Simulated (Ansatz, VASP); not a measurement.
## One calculation of Al3InSb4, two programs

Contents of INCAR:

```
SYSTEM = Al3InSb4
PREC = Accurate
ENCUT = 520
EDIFF = 1E-6
ISMEAR = 0
SIGMA = 0.1
LREAL = .False.
LASPH = .True.
NELM = 80
ALGO = Normal
ISIF = 2
LWAVE = .False.
LCHARG = .True.
GGA = PE
LELF = .True.
LVHAR = .True.
NBANDS = 31
```

File KPOINTS:

```
regular mesh
0
Gamma
  4 4 2
  0 0 0
```

The input POSCAR:

```
Al3InSb4
1.0
    4.4725159000      0.0000000000      0.0000000000
    0.0000000000      4.4725159000      0.0000000000
    0.0000000000      0.0000000000     12.6405638000
Al In Sb
3 1 4
Direct
    0.0000000000      0.0000000000      0.2575320000
    0.5000000000      0.5000000000      0.5000000000
    0.0000000000      0.0000000000      0.7424680000
    0.5000000000      0.5000000000      0.0000000000
    0.5000000000      0.0000000000      0.8622030000
    0.0000000000      0.5000000000      0.1377970000
    0.5000000000      0.0000000000      0.3788230000
    0.0000000000      0.5000000000      0.6211770000
```

Input for Ansatz:

```yaml
crystal:
  lattice:
    - [4.4725159, 0.0, 0.0]
    - [0.0, 4.4725159, 0.0]
    - [0.0, 0.0, 12.6405638]
  atoms:
    - { symbol: Al, position: [0.0, 0.0, 0.257532] }
    - { symbol: Al, position: [0.5, 0.5, 0.5] }
    - { symbol: Al, position: [0.0, 0.0, 0.742468] }
    - { symbol: In, position: [0.5, 0.5, 0.0] }
    - { symbol: Sb, position: [0.5, 0.0, 0.862203] }
    - { symbol: Sb, position: [0.0, 0.5, 0.137797] }
    - { symbol: Sb, position: [0.5, 0.0, 0.378823] }
    - { symbol: Sb, position: [0.0, 0.5, 0.621177] }
basis:
  ecutwfc: 420
kpoints:
  mp_grid: { grid: [4, 4, 2] }
hamiltonian:
  xc: pbe
scf:
  occupations: { method: gaussian, width: 0.1 }
  lower_state_search: "off"
output:
  forces: true
  stress: true
  eigenvalues: true
```

Alike in both runs: task single point; functional PBE; k mesh 4 × 4 × 2; occupations gaussian, width 0.1 eV; no spin polarisation.

```csv
,VASP,Ansatz
version,VASP 6.6.1,Ansatz 0.2.0
potentials or method,"VASP PAW PBE potentials, release 64 (Al, In_d, Sb), cutoff 520 eV","scalar-relativistic, plane waves, PAW"
valence electrons in the cell,42,82
```

Ansatz gave:

- gap on the k mesh at the Fermi level (eV): 0.72
- least direct gap on the mesh (eV): 0.72
- pressure (GPa): 0.0
- traceless stress, the component that is largest in VASP (GPa): -0.34
- rms of the force components (eV/Å): 0.006

Question: Estimate VASP's values.

Answer: gap on the k mesh at the Fermi level (eV): 0.73; least direct gap on the mesh (eV): 0.73; pressure (GPa): 0.1; traceless stress, the component that is largest in VASP (GPa): -0.35; rms of the force components (eV/Å): 0.002.

Atom by atom the forces differ by 0.005 eV/Å (rms over components). With one functional, cell and mesh, what is left measures potentials, basis and numerics. VASP's potentials hold 42 valence electrons a cell and Ansatz's 82, so a difference there can come from the potentials and not from the codes.

Spin-orbit coupling is off throughout.
